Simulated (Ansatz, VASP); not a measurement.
## Sb in VASP and in Ansatz

```
CELL_PARAMETERS angstrom
3.06165 0.00000 0.00000
0.00000 3.06165 0.00000
0.00000 0.00000 3.06165
ATOMIC_POSITIONS crystal
Sb 0.00000 0.00000 0.00000
```

Alike in both runs: functional PBEsol; k mesh 14 × 14 × 14; occupations gaussian, width 0.1 eV; no spin polarisation.

Ansatz relaxed the structure, and its values are those at the end. VASP's run is a single point on that final structure, the one shown.

```csv
,VASP,Ansatz
version,VASP 6.6.1,Ansatz 0.2.0
potentials or method,"VASP PAW PBE potentials, release 64 (Sb), cutoff 520 eV","scalar-relativistic, plane waves, PAW"
valence electrons in the cell,5,15
```

```csv
,VASP,Ansatz,Ansatz less VASP
gap on the k mesh at the Fermi level (eV),none,none,-
pressure (GPa),0.1,0.0,-0.11
```

VASP's potentials were made for PBE, not for PBEsol, and Ansatz warns of the same on its side. A gap of «none» marks a metal or a gap that the smearing closes. VASP's potentials hold 5 valence electrons a cell and Ansatz's 15, so a difference there can come from the potentials and not from the codes.

Spin-orbit coupling is off throughout.
